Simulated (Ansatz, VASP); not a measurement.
# BN: VASP beside Ansatz

The input POSCAR:

```
BN
1.0
    2.5039917043      0.0000000000      0.0000000000
   -1.2519958522      2.1685204268      0.0000000000
    0.0000000000      0.0000000000      6.6612000000
B N
2 2
Direct
    0.3333333333      0.6666666667      0.2500000000
    0.6666666667      0.3333333333      0.7500000000
    0.3256322299      0.6628161150      0.7500000000
    0.6666666667      0.3333333333      0.2500000000
```

The input INCAR.step1:

```
PREC = Accurate
ENCUT = 520
ISMEAR = 0
SIGMA = 0.05
LREAL = F
LASPH = T
NELM = 80
NBANDS = 16
GGA = PE
ALGO = Normal
EDIFF = 1E-4
LWAVE = T
LCHARG = F
```

File INCAR.step2:

```
PREC = Accurate
ENCUT = 520
EDIFF = 1E-6
ISMEAR = 0
SIGMA = 0.05
LREAL = F
LASPH = T
NELM = 80
ALGO = Normal
ISIF = 2
LWAVE = F
LCHARG = F
METAGGA = R2SCAN
LMIXTAU = T
NBANDS = 16
ISTART = 1
```

File KPOINTS:

```
regular mesh
0
Gamma
  12 12 4
```

Input for Ansatz:

```yaml
crystal:
  lattice:
    - [2.5039917043, 0.0, 0.0]
    - [-1.2519958522, 2.1685204268, 0.0]
    - [0.0, 0.0, 6.6612]
  atoms:
    - { symbol: B, position: [0.3333333333, 0.6666666667, 0.25] }
    - { symbol: B, position: [0.6666666667, 0.3333333333, 0.75] }
    - { symbol: "N", position: [0.3256322299, 0.662816115, 0.75] }
    - { symbol: "N", position: [0.6666666667, 0.3333333333, 0.25] }
basis:
  ecutwfc: 500
kpoints:
  mp_grid: { grid: [12, 12, 4] }
hamiltonian:
  xc: r2scan
scf:
  occupations: { method: gaussian, width: 0.05 }
output:
  forces: true
  stress: true
  eigenvalues: true
```

Alike in both runs: task single point; functional r2SCAN; k mesh 12 × 12 × 4; occupations gaussian, width 0.05 eV; no spin polarisation.

```csv
,VASP,Ansatz
version,VASP 6.6.1,Ansatz 0.2.0
potentials or method,"VASP PAW PBE potentials, release 64 (B, N), cutoff 520 eV","scalar-relativistic, plane waves, PAW"
valence electrons in the cell,16,16
```

Ansatz gave:

| Item | Value |
| --- | --- |
| gap on the k mesh at the Fermi level (eV) | 4.82 |
| least direct gap on the mesh (eV) | 5.24 |
| pressure (GPa) | -0.6 |
| traceless stress, the component that is largest in VASP (GPa) | -1.15 |
| rms of the force components (eV/Å) | 0.291 |

**Question.** What did VASP give for the same quantities?

**Answer.** gap on the k mesh at the Fermi level (eV): 4.86; least direct gap on the mesh (eV): 5.28; pressure (GPa): -0.2; traceless stress, the component that is largest in VASP (GPa): -0.82; rms of the force components (eV/Å): 0.290.

VASP's potentials were made for PBE, not for r2SCAN. Atom by atom the forces differ by 0.002 eV/Å (rms over components).
